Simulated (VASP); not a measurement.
# C (a cell with a defect) in VASP: settings compared, part 2 of 2

VASP 6.6.1. Earlier steps stand in the parts before.

### 3 Single point, HSE06

File POSCAR:

```
C
1.0
    7.1076060000      0.0000000000      0.0000000000
    0.0000000000      7.1076060000      0.0000000000
    0.0000000000      0.0000000000      7.1076060000
C
65
Direct
    0.0000880000      0.9999440000      0.9999800000
    0.0002800000      0.9999060000      0.4992330000
    0.9998200000      0.4999730000      0.9997190000
    0.0004010000      0.4998760000      0.5000360000
    0.4993400000      0.9999050000      0.0001700000
    0.5002200000      0.9998760000      0.5001110000
    0.5001440000      0.4998760000      0.0002920000
    0.5011410000      0.4097680000      0.5010880000
    0.1248070000      0.1258240000      0.1247020000
    0.1220720000      0.1229870000      0.6265790000
    0.1249070000      0.6252800000      0.1247980000
    0.1257850000      0.6252280000      0.6239030000
    0.6266870000      0.1229900000      0.1219660000
    0.6279740000      0.1196670000      0.6278680000
    0.6240110000      0.6252350000      0.1256720000
    0.6326280000      0.6469800000      0.6324990000
    0.2497000000      0.2503410000      0.0008830000
    0.2437490000      0.2402370000      0.4974070000
    0.2495190000      0.7496700000      0.9992050000
    0.2424730000      0.7609100000      0.5012960000
    0.7505990000      0.2504210000      0.9994420000
    0.7583090000      0.2388980000      0.5015210000
    0.7504010000      0.7493500000      0.0007890000
    0.7570610000      0.7596490000      0.4974880000
    0.3761480000      0.3755790000      0.1257220000
    0.3692790000      0.3506590000      0.6355090000
    0.3744270000      0.8780380000      0.1212330000
    0.3726940000      0.8803350000      0.6275610000
    0.8753870000      0.3752990000      0.1252620000
    0.8755100000      0.3747520000      0.6242050000
    0.8757290000      0.8746250000      0.1246960000
    0.8788800000      0.8773670000      0.6265780000
    0.2478340000      0.9989690000      0.2477260000
    0.2481360000      0.0011250000      0.7522190000
    0.2509400000      0.5014080000      0.2508280000
    0.2517490000      0.4994350000      0.7489580000
    0.7523280000      0.0011290000      0.2480280000
    0.7522620000      0.9986780000      0.7521530000
    0.7490540000      0.4994490000      0.2516500000
    0.7485370000      0.4998000000      0.7484270000
    0.3729230000      0.1197150000      0.3728160000
    0.3746630000      0.1222720000      0.8795980000
    0.3657300000      0.6510190000      0.3655970000
    0.3762180000      0.6250540000      0.8753400000
    0.8797020000      0.1222790000      0.3745560000
    0.8759100000      0.1256160000      0.8758040000
    0.8754520000      0.6250590000      0.3761100000
    0.8751010000      0.6250450000      0.8749920000
    0.0009870000      0.2503450000      0.2495950000
    0.9995460000      0.2504200000      0.7504930000
    0.9993170000      0.7496700000      0.2494090000
    0.0009010000      0.7493500000      0.7502910000
    0.4975150000      0.2402430000      0.2436460000
    0.5016260000      0.2388880000      0.7582110000
    0.5014030000      0.7609210000      0.2423510000
    0.4975940000      0.7596400000      0.7569400000
    0.1258320000      0.3755800000      0.3760410000
    0.1253600000      0.3752960000      0.8752890000
    0.1213470000      0.8780330000      0.3743180000
    0.1248050000      0.8746240000      0.8756200000
    0.6355820000      0.3506710000      0.3691940000
    0.6243120000      0.3747510000      0.8754020000
    0.6276720000      0.8803390000      0.3725840000
    0.6266880000      0.8773620000      0.8787650000
    0.4975330000      0.5894370000      0.4973930000
```

File INCAR.step1:

```
PREC = Accurate
ENCUT = 520
EDIFF = 1E-5
ISMEAR = -1
SIGMA = 0.05
LREAL = Auto
LASPH = True
NELM = 120
ALGO = Normal
ISIF = 2
LWAVE = True
LCHARG = False
NBANDS = 168
GGA = PE
NELECT = 258.0
ISYM = 0
GGA_COMPAT = False
```

File INCAR.step2:

```
PREC = Accurate
ENCUT = 520
EDIFF = 1E-6
ISMEAR = -1
SIGMA = 0.05
LREAL = Auto
LASPH = True
NELM = 120
ALGO = Normal
ISIF = 2
LWAVE = False
LCHARG = False
GGA = PE
LHFCALC = True
HFSCREEN = 0.2079
PRECFOCK = Fast
NBANDS = 168
ISTART = 1
NELECT = 258.0
ISYM = 0
GGA_COMPAT = False
```

File KPOINTS:

```
Automatic mesh
0
Gamma
  1 1 1
  0.25 0.25 0.25
```

Potentials or basis: VASP PAW PBE potentials, release 64 (C).

On the command line:

```
$ cat potpaw_PBE.64/C/POTCAR > POTCAR
$ cp INCAR.step1 INCAR
$ mpirun -np 1 vasp_std > vasp.out
$ cp INCAR.step2 INCAR
$ mpirun -np 1 vasp_std > vasp.out
```

OUTCAR:

```text
PREC = Accurate
   ENCUT = 520
   EDIFF = 1E-6
   ISMEAR = -1
   LREAL = Auto
   LASPH = True
   NELM = 120
   ISIF = 2
   GGA = PE
   LHFCALC = True
   HFSCREEN = 0.2079
   PRECFOCK = Fast
   ISTART = 1
   NELECT = 258.0
   ISYM = 0
[... 914 lines left out ...]
  --------------------------------------------------------------------------------------
  -------------------------------------------------------------------------------------
  Total      -15.2212612     15.7395491    -15.2315808     -2.1632452     -2.1822795     -0.2158610
  in kB      -67.9189845     70.2316437    -67.9650321     -9.6526443     -9.7375772     -0.9631962
  external PRESSURE =     -21.8841243 kB  Pullay stress =       0.0000000 kB

 VOLUME and BASIS-vectors are now :
 -----------------------------------------------------------------------------
  energy-cutoff  :      520.00
  volume of cell :      359.06
      direct lattice vectors                 reciprocal lattice vectors
     7.107606000  0.000000000  0.000000000     0.140694349  0.000000000  0.000000000
     0.000000000  7.107606000  0.000000000     0.000000000  0.140694349  0.000000000
     0.000000000  0.000000000  7.107606000     0.000000000  0.000000000  0.140694349

 POSITION                                       TOTAL-FORCE (eV/Angst)
 -----------------------------------------------------------------------------------
      0.00063      7.10721      7.10746         0.064368      0.056166      0.062787
      0.00199      7.10694      3.54835         0.075811      0.071460      0.419156
      7.10633      3.55361      7.10561         0.086888      0.065859      0.085122
      0.00285      3.55292      3.55406         0.046801      0.075104      0.063951
      3.54911      7.10693      0.00121         0.419594      0.069873      0.076786
      3.55537      7.10672      3.55459         0.070104      0.040460      0.068539
[... 57 lines left out ...]
      4.45425      6.23594      6.24592        -0.276190     -0.054606     -0.031430
      3.53627      4.18949      3.53527         0.279806      0.115967      0.285596
 -----------------------------------------------------------------------------------
    total drift:                                0.018475     -0.033633      0.021406

  FREE ENERGIE OF THE ION-ELECTRON SYSTEM (eV)
  ---------------------------------------------------
  free  energy   TOTEN  =      -693.8608832874 eV

  energy  without entropy=     -693.8608832868  energy(sigma->0) =     -693.86088329
```

OUTCAR.step1:

```text
PREC = Accurate
   ENCUT = 520
   EDIFF = 1E-5
   ISMEAR = -1
   LREAL = Auto
[... 933 lines left out ...]
      3.54911      7.10693      0.00121         0.387333      0.063376      0.068692
      3.55537      7.10672      3.55459         0.064669      0.037073      0.063093
[... 57 lines left out ...]
      4.45425      6.23594      6.24592        -0.193831     -0.062623     -0.028102
      3.53627      4.18949      3.53527         0.294908      0.405208      0.300220
 -----------------------------------------------------------------------------------
    total drift:                                0.016295     -0.034229      0.019129

  FREE ENERGIE OF THE ION-ELECTRON SYSTEM (eV)
  ---------------------------------------------------
  free  energy   TOTEN  =      -600.9687223919 eV

  energy  without entropy=     -600.9687161920  energy(sigma->0) =     -600.96871929
```

OSZICAR.step1:

```text
N       E                     dE             d eps       ncg     rms          rms(c)
DAV:   1     0.843666622944E+03    0.84367E+03   -0.13939E+05  1344   0.152E+03
DAV:   2    -0.551606765228E+03   -0.13953E+04   -0.13322E+04  1648   0.294E+02
DAV:   3    -0.621025962165E+03   -0.69419E+02   -0.68764E+02  1640   0.631E+01
DAV:   4    -0.622394852010E+03   -0.13689E+01   -0.13645E+01  1680   0.898E+00
DAV:   5    -0.622423845721E+03   -0.28994E-01   -0.28950E-01  1632   0.130E+00    0.329E+01
DAV:   6    -0.606397037744E+03    0.16027E+02   -0.10953E+01  1592   0.847E+00    0.194E+01
DAV:   7    -0.600919648149E+03    0.54774E+01   -0.15266E+01  1496   0.938E+00    0.484E+00
DAV:   8    -0.600960977789E+03   -0.41330E-01   -0.54966E-01  1640   0.223E+00    0.194E+00
DAV:   9    -0.600969449591E+03   -0.84718E-02   -0.13049E-01  1560   0.987E-01    0.417E-01
DAV:  10    -0.600968818759E+03    0.63083E-03   -0.14594E-02  1568   0.346E-01    0.138E-01
DAV:  11    -0.600968550333E+03    0.26843E-03   -0.24935E-03  1704   0.198E-01    0.689E-02
DAV:  12    -0.600968682758E+03   -0.13242E-03   -0.79663E-04  1600   0.763E-02    0.306E-02
DAV:  13    -0.600968707613E+03   -0.24854E-04   -0.56686E-05  1552   0.258E-02    0.162E-02
DAV:  14    -0.600968723293E+03   -0.15680E-04   -0.34243E-05  1280   0.182E-02    0.438E-03
DAV:  15    -0.600968722392E+03    0.90081E-06   -0.19172E-06   952   0.428E-03
   1 F= -.60096872E+03 E0= -.60096872E+03  d E =-.619997E-05
```

Run time: 2.4 h. Hardware: 1 thread of Intel Xeon Platinum 8559C (Emerald Rapids), shared host; peak memory 0.71 GiB.

What came out:

| Property | Result |
| --- | --- |
| Free energy | -693.8609 eV |
| Largest force | 0.432 eV/Å |

Forces in eV/Å, atoms in the order of the input:
```
C    0.064  0.056  0.063
C    0.076  0.071  0.419
C    0.087  0.066  0.085
C    0.047  0.075  0.064
C    0.420  0.070  0.077
C    0.070  0.040  0.069
C    0.066  0.072  0.052
C   -0.024 -0.003 -0.030
C   -0.066 -0.073 -0.064
C   -0.084 -0.076 -0.224
C   -0.077 -0.050 -0.076
C   -0.069 -0.087 -0.040
C   -0.225 -0.076 -0.085
C   -0.057 -0.089 -0.058
C   -0.041 -0.086 -0.068
C   -0.183  0.323 -0.185
C    0.072  0.095  0.084
C    0.047  0.012  0.246
C    0.076  0.051  0.056
C    0.050  0.047  0.228
C    0.080  0.048  0.090
C    0.070  0.061  0.277
C    0.075  0.071  0.042
C    0.027  0.022  0.235
C   -0.034 -0.058 -0.046
C   -0.376  0.021 -0.200
C   -0.220 -0.080 -0.071
C   -0.036 -0.042 -0.066
C   -0.065 -0.068 -0.067
C   -0.039 -0.052 -0.071
C   -0.061 -0.057 -0.075
C   -0.031 -0.054 -0.277
C    0.089  0.055  0.089
C    0.051  0.057  0.072
C    0.045  0.064  0.045
C    0.065  0.025  0.040
C    0.072  0.059  0.053
C    0.076  0.024  0.076
C    0.040  0.023  0.066
C    0.040 -0.022  0.041
C   -0.065  0.015 -0.065
C   -0.213 -0.061 -0.101
C   -0.117 -0.305 -0.116
C   -0.065 -0.045 -0.076
C   -0.100 -0.061 -0.213
C   -0.070 -0.051 -0.071
C   -0.074 -0.044 -0.065
C   -0.079 -0.102 -0.074
C    0.085  0.096  0.070
C    0.088  0.046  0.078
C    0.057  0.050  0.076
C    0.043  0.072  0.074
C    0.245  0.010  0.048
C    0.278  0.061  0.070
C    0.228  0.045  0.050
C    0.234  0.022  0.027
C   -0.045 -0.060 -0.033
C   -0.066 -0.069 -0.066
C   -0.070 -0.079 -0.222
C   -0.075 -0.059 -0.063
C   -0.199  0.020 -0.374
C   -0.072 -0.056 -0.038
C   -0.068 -0.040 -0.034
C   -0.276 -0.055 -0.031
C    0.280  0.116  0.286
```

Caveat: the cell carries a net charge on a neutralising background, which shifts energy and pressure; the cell is charged against a uniform background, so pressure and absolute levels hang on convention; the PAW data sets were made with another functional, which shifts forces and pressure a little.
